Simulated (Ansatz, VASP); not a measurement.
**PbS in VASP and in Ansatz**

The input INCAR:

```
  PREC = Accurate
  ENCUT = 520
  EDIFF = 1E-6
  ISMEAR = 0
  SIGMA = 0.01
  LREAL = F
  LASPH = T
  NELM = 80
  ALGO = Normal
  ISIF = 2
  LWAVE = F
  LCHARG = F
  NBANDS = 28
```

File KPOINTS:

```
regular mesh
0
Gamma
  6 6 4
```

The input POSCAR:

```
PbS
1.0
    2.9546833661     -2.9689122510      0.2885226881
    2.9546833661      2.9689122510      0.2885226881
   -0.5835746326      0.0000000000      5.9261866124
Pb S
2 2
Direct
    0.7499847761      0.7499847761      0.7500021470
    0.2500152239      0.2500152239      0.2499978530
    0.2500781931      0.2500781931      0.7500270770
    0.7499218069      0.7499218069      0.2499729230
```

Input for Ansatz:

```yaml
crystal:
  lattice:
    - [2.9546833661, -2.968912251, 0.2885226881]
    - [2.9546833661, 2.968912251, 0.2885226881]
    - [-0.5835746326, 0.0, 5.9261866124]
  atoms:
    - { symbol: Pb, position: [0.7499847761, 0.7499847761, 0.750002147] }
    - { symbol: Pb, position: [0.2500152239, 0.2500152239, 0.249997853] }
    - { symbol: S, position: [0.2500781931, 0.2500781931, 0.750027077] }
    - { symbol: S, position: [0.7499218069, 0.7499218069, 0.249972923] }
kpoints:
  mp_grid: { grid: [6, 6, 4] }
  band_path:
    path:
      - [0.0, 0.0, 0.0]
      - [0.0, 0.0, 0.5]
      - [-0.4998260727, 0.4998260727, 0.5]
      - [-0.5, 0.5, 0.0]
      - [-0.5, 0.0, 0.5]
      - [-0.5, 0.0, 0.0]
      - [0.0, 0.5, 0.5]
    npoints: 1
hamiltonian:
  xc: lda
scf:
  occupations: { method: fixed }
  n_extra_bands: 5
output:
  forces: true
  stress: true
  eigenvalues: true
```

Alike in both runs: task single point; functional LDA; k mesh 6 × 6 × 4; no spin polarisation.

|  | VASP | Ansatz |
| --- | --- | --- |
| version | VASP 6.6.1 | Ansatz 0.2.0 |
| potentials or method | VASP PAW LDA potentials, release 64 (Pb_d, S) | plane waves, PAW |
| plane-wave cutoff (eV) | 520 | 420 |
| occupations | gaussian, width 0.01 eV | fixed |
| valence electrons in the cell | 40 | 40 |

Ansatz gave:

- gap on the k mesh at the Fermi level (eV): 0.25
- pressure (GPa): -2.9
- traceless stress, the component that is largest in VASP (GPa): 0.08

**Question.** What did VASP give for the same quantities?

**Answer.** gap on the k mesh at the Fermi level (eV): 0.22; pressure (GPa): -2.8; traceless stress, the component that is largest in VASP (GPa): 0.08.

LDA's correlation is that of Perdew and Zunger in VASP and of Perdew and Wang (1992) in Ansatz.

Neither program's run includes spin-orbit coupling.
